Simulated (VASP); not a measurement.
The system is CdTe (zincblende type).

```
Cd Te
1.0
     0.00000    3.10723    3.10723
     3.10723    0.00000    3.10723
     3.10723    3.10723    0.00000
Cd Te
1 1
Direct
  0.00000 0.00000 0.00000
  0.25000 0.25000 0.25000
```

```yaml
Program: VASP 6.6.1
Task: relaxation of cell and atoms
Functional: PBE
Potentials_or_basis: VASP PAW PBE potentials, release 64 (Cd, Te)
Cutoff: 500 eV
k_mesh: 9 × 9 × 9
Occupations: fermi-dirac, width 0.02 eV
Spin: no spin polarisation
```

At the start: pressure 10.6 GPa; volume 30.00 Å³/atom.

Question: How do energy, volume and symmetry change on relaxing?

Answer: Over 5 steps the energy falls by 173.0 meV/atom and the volume is 36.21 Å³/atom (+20.7 %); space group F-43m (No. 216, to 0.05 Å).

Step by step:
| step | energy change (eV) | largest force (eV/Å) | pressure (GPa) | volume (Å³) |
| --- | --- | --- | --- | --- |
| 1 | 0.0000 | 0.0000 | 10.63 | 60.00 |
| 2 | -0.2880 | 0.0000 | -2.60 | 79.00 |
| 3 | -0.3459 | 0.0000 | 0.06 | 72.30 |
| 4 | -0.3459 | 0.0000 | -0.07 | 72.56 |
| 5 | -0.3459 | 0.0000 | 0.01 | 72.42 |

Final structure:
```xyz
2
Lattice="0.0000 3.3083 3.3083 3.3083 0.0000 3.3083 3.3083 3.3083 0.0000" Properties=species:S:1:pos:R:3 pbc="T T T"
Cd    0.0000    0.0000    0.0000
Te    1.6541    1.6541    1.6541
```

Caveat: the volume moved by over 15 % at a fixed basis, so the end points are rough.
